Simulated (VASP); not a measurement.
**Au: single point with PBE**

System: Au, a slab with vacuum.

```
Au
1.0
     2.94010    0.00000    0.00000
     0.00000    2.94010    0.00000
     0.00000    0.00000   22.23690
Au
4
Cartesian
  0.7350 0.7350 8.0306
  2.2051 2.2051 10.0796
  0.7350 0.7350 12.1573
  2.2051 2.2051 14.2063
```

- Program: VASP 6.6.1
- Task: single point
- Functional: PBE
- Potentials or basis: VASP PAW PBE potentials, release 64 (Au)
- Cutoff: 520 eV
- k mesh: 12 × 12 × 1
- Occupations: fermi-dirac, width 0.05 eV
- Spin: no spin polarisation
- Dipole correction: yes
- Further INCAR settings: ALGO = Normal; EDIFF = 1e-06; NBANDS = 30

```yaml
Largest_force: 0.009 eV/Å
Band_gap_on_the_k_mesh: zero (bands 22 and 23 overlap by 3.98 eV)
```

Forces in eV/Å, atoms in the order of the input:
```
Au   0.000  0.000  0.009
Au   0.000  0.000  0.006
Au   0.000  0.000 -0.006
Au   0.000  0.000 -0.009
```

Levels at points of the mesh, in eV from the Fermi level:
```csv
k point,band 20,band 21,band 22,band 23,band 24,band 25
"(0.00, 0.00, 0.00)",-1.96,-1.84,-1.73,-1.73,-0.30,1.54
"(0.50, 0.00, 0.00)",-1.94,-0.21,-0.21,0.19,0.19,2.37
"(0.50, 0.50, 0.00)",-1.21,2.26,2.26,4.53,4.53,4.83
```

Run time: 2.7 min on 1 thread of Intel(R) Xeon(R) Platinum 8488C (Sapphire Rapids), on a shared host, peak memory 0.36 GiB.

Caveat: spin-orbit coupling is left out, which moves the levels of the heavy elements.
